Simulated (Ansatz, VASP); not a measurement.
In3Sb: VASP beside Ansatz

```
CELL_PARAMETERS angstrom
4.93183 0.00000 0.00000
0.00000 4.93183 0.00000
0.00000 0.00000 4.93183
ATOMIC_POSITIONS crystal
Sb 0.00000 0.00000 0.00000
In 0.00000 0.50000 0.50000
In 0.50000 0.00000 0.50000
In 0.50000 0.50000 0.00000
```

Change from the starting cell: volume scaled by 1.06.

Alike in both runs: task single point; functional PBEsol; k mesh 6 × 6 × 6; occupations fermi-dirac, width 0.05 eV; no spin polarisation.

|  | VASP | Ansatz |
| --- | --- | --- |
| version | VASP 6.6.1 | Ansatz 0.2.0 |
| potentials or method | VASP PAW PBE potentials, release 64 (Sb, In_d), cutoff 520 eV | all-electron LAPW, scalar-relativistic |

Ansatz gave:

```
gap on the k mesh at the Fermi level (eV) : none
pressure (GPa)                            : -4.2
```

Question: Which values does VASP return?

Answer: gap on the k mesh at the Fermi level (eV): none; pressure (GPa): -4.3.

VASP's potentials were made for PBE, not for PBEsol. A gap of «none» marks a metal or a gap that the smearing closes. Ansatz ran all-electron here, and VASP with PAW potentials.

Neither program's run includes spin-orbit coupling.
